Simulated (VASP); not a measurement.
The system is GaN.

```
CELL_PARAMETERS angstrom
0.00000 2.13403 2.13403
2.13403 0.00000 2.13403
2.13403 2.13403 0.00000
ATOMIC_POSITIONS crystal
Ga 0.50000 0.50000 0.50000
N 0.00000 0.00000 0.00000
```

- Program: VASP 6.6.1
- Task: relaxation of cell and atoms
- Functional: PBEsol
- Potentials or basis: VASP PAW PBE potentials, release 64 (Ga_d, N)
- Cutoff: 600 eV
- k mesh: 10 × 10 × 10
- Occupations: fermi-dirac, width 0.02 eV
- Spin: no spin polarisation

At the start: pressure -7.2 GPa; volume 9.72 Å³/atom.

Q: How do energy, volume and symmetry change on relaxing?

A: Over 3 steps the energy falls by 7.2 meV/atom and the volume is 9.41 Å³/atom (-3.2 %); space group Fm-3m (No. 225, to 0.05 Å).

The path:
| step | energy change (eV) | largest force (eV/Å) | pressure (GPa) | volume (Å³) |
| --- | --- | --- | --- | --- |
| 1 | 0.0000 | 0.0000 | -7.18 | 19.44 |
| 2 | -0.0013 | 0.0000 | 7.49 | 18.24 |
| 3 | -0.0145 | 0.0000 | -0.07 | 18.81 |

Final structure:
```
Ga N
1.0
     0.00000    2.11090    2.11090
     2.11090    0.00000    2.11090
     2.11090    2.11090    0.00000
Ga N
1 1
Direct
  0.50000 0.50000 0.50000
  0.00000 0.00000 0.00000
```

Caveat: the PAW data sets were made with another functional, which shifts forces and pressure a little.
